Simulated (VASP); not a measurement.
Wanted: the native input for a VASP 6.6.1 run.

```yaml
Task: single point
Functional: r2SCAN
Potentials_or_basis: VASP PAW PBE potentials, release 64 (Ca_sv)
Cutoff: 520 eV
k_mesh: 12 × 12 × 8
Occupations: gaussian, width 0.1 eV
Spin: no spin polarisation
Dipole_correction: no
Further_INCAR_settings: ALGO = Normal; EDIFF = 1e-06; NBANDS = 17
```

Ca:

```
Ca
1.0
     3.97788    0.00000    0.00000
    -1.98894    3.44494    0.00000
     0.00000    0.00000    6.52081
Ca
2
Direct
  0.33333 0.66667 0.25000
  0.66667 0.33333 0.75000
```

This cell differs from its parent crystal: volume scaled by 1.03, then relaxed in part.

One way to write it, as run:

POSCAR

```
Ca
1.0
    3.9778766891      0.0000000000      0.0000000000
   -1.9889383446      3.4449422659      0.0000000000
    0.0000000000      0.0000000000      6.5208086811
Ca
2
Direct
    0.3333333333      0.6666666667      0.2500000000
    0.6666666667      0.3333333333      0.7500000000
```

INCAR.step1

```
PREC = Accurate
ENCUT = 520
ISMEAR = 0
SIGMA = 0.1
LREAL = F
LASPH = T
NELM = 100
NBANDS = 17
GGA = PE
ALGO = Normal
EDIFF = 1E-4
LWAVE = T
LCHARG = F
```

INCAR.step2

```
PREC = Accurate
ENCUT = 520
EDIFF = 1E-6
ISMEAR = 0
SIGMA = 0.1
LREAL = F
LASPH = T
NELM = 100
ALGO = Normal
ISIF = 2
LWAVE = F
LCHARG = T
METAGGA = R2SCAN
LMIXTAU = T
LELF = T
LVHAR = T
NBANDS = 17
ISTART = 1
```

KPOINTS

```
regular mesh
0
Gamma
  12 12 8
```

Potentials or basis: VASP PAW PBE potentials, release 64 (Ca_sv).

Launch:

```console
$ cat potpaw_PBE.64/Ca_sv/POTCAR > POTCAR
$ cp INCAR.step1 INCAR
$ mpirun -np 1 vasp_std > vasp.out
$ cp INCAR.step2 INCAR
$ mpirun -np 1 vasp_std > vasp.out
```

Results of the run:

```
Pressure               : -0.4 GPa
Band gap on the k mesh : zero (band 10 reaches 2.15 eV, above the bottom of band 11 at 1.43 eV)
```

Caveat: the PAW data sets were made with another functional, which shifts forces and pressure a little.

Run time: 5.9 min on 1 thread of Intel Xeon 6975P-C (shared host), peak memory 0.29 GiB.
